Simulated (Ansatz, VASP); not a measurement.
# AgI: VASP beside Ansatz

```xyz
4
Lattice="4.5900 0.0000 0.0000 -2.2950 3.9751 0.0000 0.0000 0.0000 7.5200" Properties=species:S:1:pos:R:3 pbc="T T T"
Ag    2.2950    1.3250    4.7376
Ag    0.0000    2.6500    0.9776
I     2.2950    1.3250    0.0000
I     0.0000    2.6500    3.7600
```

Alike in both runs: task relaxation of cell and atoms; functional PBEsol; k mesh 8 × 8 × 4; occupations fermi-dirac, width 0.1 eV; no spin polarisation.

```csv
,VASP,Ansatz
version,VASP 6.6.1,Ansatz 0.2.0
potentials or method,"VASP PAW PBE potentials, release 64 (Ag, I)","PAW with Ansatz's default frozen-core files, scalar-relativistic"
plane-wave cutoff (eV),500,420
valence electrons in the cell,36,72
```

VASP gave:

```
relaxed volume (Å³/atom)                                                      : 33.51
relaxed length of the cell vector where the two differ most in proportion (Å) : 7.450
```

Task: What did Ansatz give for the same quantities?

Result: Relaxed volume (Å³/atom): 33.54; relaxed length of the cell vector where the two differ most in proportion (Å): 7.454.

VASP's potentials were made for PBE, not for PBEsol. VASP's potentials hold 36 valence electrons a cell and Ansatz's 72, so a difference there can come from the potentials and not from the codes.

Neither program's run includes spin-orbit coupling.
